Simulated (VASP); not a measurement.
Set up this calculation in VASP 6.6.1, as the native input.

| Item | Value |
| --- | --- |
| Task | single point |
| Functional | r2SCAN |
| Potentials or basis | VASP PAW PBE potentials, release 64 (W_sv) |
| Cutoff | 520 eV |
| k mesh | 14 × 14 × 14 |
| Occupations | gaussian, width 0.15 eV |
| Spin | no spin polarisation |
| Dipole correction | no |
| Further INCAR settings | ALGO = Normal; EDIFF = 1e-07; NBANDS = 13 |

W:

```
W
1.0
    -1.59730    1.59730    1.66119
     1.59730   -1.59730    1.66119
     1.59730    1.59730   -1.66119
W
1
Direct
  0.00000 0.00000 0.00000
```

This cell differs from its parent crystal: strain +0.000 along x and y, +0.040 along z.

One way to write it, as run:

POSCAR

```
W
1.0
   -1.5973000000      1.5973000000      1.6611920000
    1.5973000000     -1.5973000000      1.6611920000
    1.5973000000      1.5973000000     -1.6611920000
W
1
Direct
    0.0000000000      0.0000000000      0.0000000000
```

INCAR.step1

```
  PREC = Accurate
  ENCUT = 520
  ISMEAR = 0
  SIGMA = 0.15
  LREAL = F
  LASPH = T
  NELM = 100
  NBANDS = 13
  GGA = PE
  ALGO = Normal
  EDIFF = 1E-4
  LWAVE = T
  LCHARG = F
```

INCAR.step2

```
  PREC = Accurate
  ENCUT = 520
  EDIFF = 1E-7
  ISMEAR = 0
  SIGMA = 0.15
  LREAL = F
  LASPH = T
  NELM = 100
  ALGO = Normal
  ISIF = 2
  LWAVE = F
  LCHARG = T
  METAGGA = R2SCAN
  LMIXTAU = T
  LELF = T
  LVHAR = T
  NBANDS = 13
  ISTART = 1
```

KPOINTS

```
Automatic mesh
0
Gamma
  14 14 14
```

Potentials or basis: VASP PAW PBE potentials, release 64 (W_sv).

The run is started by

```sh
$ cat potpaw_PBE.64/W_sv/POTCAR > POTCAR
$ cp INCAR.step1 INCAR
$ mpirun -np 1 vasp_std > vasp.out
$ cp INCAR.step2 INCAR
$ mpirun -np 1 vasp_std > vasp.out
```

It gave:

* Pressure: -16.6 GPa
* Band gap on the k mesh: zero (band 7 reaches 15.10 eV, above the bottom of band 8 at 9.43 eV)

Caveat: the cell differs from its parent crystal (strain +0.000 along x and y, +0.040 along z); the PAW data sets were made with another functional, which shifts forces and pressure a little; spin-orbit coupling is left out, which moves the levels of the heavy elements.

Wall time 120 s on 1 thread of Intel(R) Xeon(R) Platinum 8375C CPU @ 2.90GHz (Ice Lake), with other jobs on the host, peak memory 0.18 GiB.
